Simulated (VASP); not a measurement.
# SiC (Moissanite 3C) (F-43m) in VASP: a series of runs, part 2 of 2

VASP 6.6.1. Earlier steps stand in the parts before.

### 5 Single point, PBE

This run uses another cell than the first one, of 10.76 Å³/atom, 1.061 times its volume.

Input file INCAR:

```
ALGO = Normal ; EDIFF = 1E-6
ENCUT = 520 ; GGA = PE
ISIF = 2 ; ISMEAR = 0
LASPH = T ; LCHARG = F
LREAL = F ; LWAVE = F
NBANDS = 11 ; NELM = 100
PREC = Accurate ; SIGMA = 0.01
```

Input file KPOINTS:

```
k-points
0
Gamma
  8 8 8
```

Input file POSCAR:

```
SiC
1.0
    0.0000000000      2.2076743409      2.2076743409
    2.2076743409      0.0000000000      2.2076743409
    2.2076743409      2.2076743409      0.0000000000
Si C
1 1
Direct
    0.0000000000      0.0000000000      0.0000000000
    0.2500000000      0.2500000000      0.2500000000
```

The run is started by

```bash
$ cat potpaw_PBE.64/Si/POTCAR potpaw_PBE.64/C/POTCAR > POTCAR
$ mpirun -np 1 vasp_std > vasp.out
```

Wall time 4.7 s (1 thread of AMD EPYC 7R13 (Zen 3), shared host); peak memory 0.1 GiB.

The run converged. Its results:

| Property | Result |
| --- | --- |
| Free energy | -15.0517 eV |
| Pressure | -5.0 GPa |
| Band gap on the k mesh | 1.39 eV, indirect (least direct gap 4.50 eV) |

Levels at points of the mesh, in eV from the valence-band top:
| k point | band 2 | band 3 | band 4 | band 5 | band 6 | band 7 |
| --- | --- | --- | --- | --- | --- | --- |
| (0.00, 0.00, 0.00) | 0.00 | 0.00 | 0.00 | 5.78 | 7.04 | 7.04 |
| (0.50, 0.00, 0.00) | -8.32 | -1.04 | -1.04 | 5.08 | 7.07 | 7.07 |
| (0.50, 0.50, 0.00) | -7.67 | -3.11 | -3.11 | 1.39 | 4.19 | 13.58 |

### 6 Single point, PBE

This run uses another cell than the first one, of 10.97 Å³/atom, 1.082 times its volume.

Input file INCAR:

```
SYSTEM = SiC
ALGO     = Normal         ! electronic algorithm
EDIFF    = 1E-6           ! SCF threshold, eV
ENCUT    = 520            ! plane-wave cutoff, eV
GGA      = PE             ! functional
ISIF     = 2              ! what is computed and relaxed
ISMEAR   = 0              ! smearing method
LASPH    = .TRUE.         ! aspherical terms in the spheres
LCHARG   = .TRUE.         ! write CHGCAR
LELF     = .TRUE.         ! ELF
LREAL    = .FALSE.        ! projectors in reciprocal space
LVHAR    = .TRUE.       
LWAVE    = .FALSE.        ! write WAVECAR
NBANDS   = 11             ! bands
NELM     = 80             ! most SCF steps
PREC     = Accurate       ! precision mode
SIGMA    = 0.01           ! smearing width, eV
```

Input file KPOINTS:

```
k-points
0
G
  8 8 8
  0 0 0
```

Input file POSCAR:

```
SiC
1.0
    0.0000000000      2.2217363401      2.2217363401
    2.2217363401      0.0000000000      2.2217363401
    2.2217363401      2.2217363401      0.0000000000
Si C
1 1
Direct
    0.0000000000      0.0000000000      0.0000000000
    0.2500000000      0.2500000000      0.2500000000
```

Potentials or basis: VASP PAW PBE potentials, release 64 (Si, C).

The run is started by

```bash
$ cat potpaw_PBE.64/Si/POTCAR potpaw_PBE.64/C/POTCAR > POTCAR
$ mpirun -np 1 vasp_std > vasp.out
```

OUTCAR:

```text
SYSTEM = SiC
   EDIFF = 1E-6
   ENCUT = 520
   GGA = PE
   ISIF = 2
   ISMEAR = 0
   LASPH = .TRUE.
   LREAL = .FALSE.
   NELM = 80
   PREC = Accurate

 ion  position               nearest neighbor table
   1  0.000  0.000  0.000-   2 1.92   2 1.92   2 1.92   2 1.92
   2  0.250  0.250  0.250-   1 1.92   1 1.92   1 1.92   1 1.92

  LATTYP: Found a face centered cubic cell.
 ALAT       =     4.4434726802

  Lattice vectors:

 A1 = (   0.0000000000,   2.2217363401,   2.2217363401)
 A2 = (   2.2217363401,   0.0000000000,   2.2217363401)
 A3 = (   2.2217363401,   2.2217363401,   0.0000000000)

Analysis of symmetry for initial positions (statically):
=====================================================================
 Subroutine PRICEL returns:
 Original cell was already a primitive cell.

 Routine SETGRP: Setting up the symmetry group for a
 face centered cubic supercell.

 Subroutine GETGRP returns: Found 24 space group operations
 (whereof 24 operations were pure point group operations)
 out of a pool of 48 trial point group operations.

The static configuration has the point symmetry T_d .

Analysis of symmetry for dynamics (positions and initial velocities):
[... 166 lines left out ...]
 k-point     1 :       0.0000    0.0000    0.0000
  band No.  band energies     occupation
      1      -7.4867      2.00000
      2       7.4672      2.00000
      3       7.4672      2.00000
      4       7.4672      2.00000
      5      13.0215      0.00000
      6      14.3805      0.00000
      7      14.3805      0.00000
      8      14.3805      0.00000
      9      21.6384      0.00000
     10      21.6384      0.00000
     11      23.0621      0.00000
[... 309 lines left out ...]
 k-point    24 :      -0.3750    0.2500    0.1250
  band No.  band energies     occupation
      1      -3.5125      2.00000
      2      -0.1057      2.00000
      3       3.8537      2.00000
      4       5.2914      2.00000
      5      12.5881      0.00000
      6      14.3386      0.00000
      7      17.1257      0.00000
      8      17.9907      0.00000
      9      20.3370      0.00000
     10      23.1721      0.00000
     11      26.1016      0.00000

 [... further k-points ...]
[... 5 lines left out ...]
  --------------------------------------------------------------------------------------
  -------------------------------------------------------------------------------------
  Total       -1.1619937     -1.1619937     -1.1619937      0.0000000      0.0000000      0.0000000
  in kB      -84.8802826    -84.8802826    -84.8802826      0.0000000      0.0000000      0.0000000
  external PRESSURE =     -84.8802826 kB  Pullay stress =       0.0000000 kB

 VOLUME and BASIS-vectors are now :
 -----------------------------------------------------------------------------
  energy-cutoff  :      520.00
  volume of cell :       21.93
      direct lattice vectors                 reciprocal lattice vectors
     0.000000000  2.221736340  2.221736340    -0.225049206  0.225049206  0.225049206
     2.221736340  0.000000000  2.221736340     0.225049206 -0.225049206  0.225049206
     2.221736340  2.221736340  0.000000000     0.225049206  0.225049206 -0.225049206

 POSITION                                       TOTAL-FORCE (eV/Angst)
 -----------------------------------------------------------------------------------
      0.00000      0.00000      0.00000        -0.000000      0.000000      0.000000
      1.11087      1.11087      1.11087         0.000000     -0.000000     -0.000000
 -----------------------------------------------------------------------------------
    total drift:                                0.000000      0.000000      0.000000

  FREE ENERGIE OF THE ION-ELECTRON SYSTEM (eV)
  ---------------------------------------------------
  free  energy   TOTEN  =       -15.0343855176 eV

  energy  without entropy=      -15.0343855176  energy(sigma->0) =      -15.03438552
```

OSZICAR:

```text
N       E                     dE             d eps       ncg     rms          rms(c)
DAV:   1     0.457085836314E+01    0.45709E+01   -0.38457E+03   654   0.610E+02
DAV:   2    -0.161344211474E+02   -0.20705E+02   -0.20147E+02   865   0.111E+02
DAV:   3    -0.167318783973E+02   -0.59746E+00   -0.59646E+00   784   0.160E+01
DAV:   4    -0.167341953244E+02   -0.23169E-02   -0.23167E-02   760   0.125E+00
DAV:   5    -0.167342064246E+02   -0.11100E-04   -0.11100E-04   764   0.800E-02    0.823E+00
DAV:   6    -0.150747639717E+02    0.16594E+01   -0.64063E+00   710   0.110E+01    0.360E+00
DAV:   7    -0.150414075801E+02    0.33356E-01   -0.31481E-01   758   0.326E+00    0.168E+00
DAV:   8    -0.150341563196E+02    0.72513E-02   -0.19149E-02   713   0.923E-01    0.171E-01
DAV:   9    -0.150342611335E+02   -0.10481E-03   -0.17365E-03   807   0.232E-01    0.111E-01
DAV:  10    -0.150343823368E+02   -0.12120E-03   -0.26689E-04   713   0.974E-02    0.259E-02
DAV:  11    -0.150343850037E+02   -0.26669E-05   -0.49358E-05   764   0.352E-02    0.690E-03
DAV:  12    -0.150343855176E+02   -0.51388E-06   -0.21371E-06   623   0.884E-03
   1 F= -.15034386E+02 E0= -.15034386E+02  d E =-.131655E-14
```

stdout:

```text
POSCAR found type information on POSCAR SiC
 POSCAR found :  2 types and       2 ions
 scaLAPACK will be used
 LDA part: xc-table for (Slater+PW92), standard interpolation
 POSCAR, INCAR and KPOINTS ok, starting setup
 FFT: planning ... GRIDC
 FFT: planning ... GRID_SOFT
 FFT: planning ... GRID
 WAVECAR not read
 entering main loop
```

Run time: 5.2 s. Hardware: 1 thread of AMD EPYC 7R13 (Zen 3), shared host; peak memory 0.1 GiB.

Results:

```yaml
Free_energy: -15.0344 eV
Pressure: -8.5 GPa
Band_gap_on_the_k_mesh: 1.41 eV, indirect (least direct gap 4.48 eV)
```

### 7 The runs side by side

```tsv
cell	gap on the mesh (eV)	pressure (GPa)
a = 3.061 Å, angles 60.0°, 2 atoms	1.34	7.9
a = 3.082 Å, angles 60.0°, 2 atoms	1.36	3.2
a = 3.102 Å, angles 60.0°, 2 atoms	1.37	-1.1
a = 3.122 Å, angles 60.0°, 2 atoms	1.39	-5.0
a = 3.142 Å, angles 60.0°, 2 atoms	1.41	-8.5
```

Alike in all rows: task single point; level PBE; potentials or basis VASP PAW PBE potentials, release 64 (Si, C); no spin polarisation; k mesh 8 × 8 × 8; cutoff (eV) 520; smearing gaussian 0.01 eV.

Total energies depend on the potentials used, so only differences within one code and one set of settings carry meaning.

### 8 How close it comes

Step 4. Against the measured gap of SiC, 2.4 eV (indirect; quoted in “Insight into the structural, elastic and electronic properties of a new orthorhombic 6O-SiC polytype”, 2020, pmc:7200658), the calculated 1.37 eV is off by -1.03 eV. The value is that of PBE on a finite k mesh, which can miss the band edges, without temperature or zero-point motion. Semilocal functionals fall short of measured gaps as a rule.
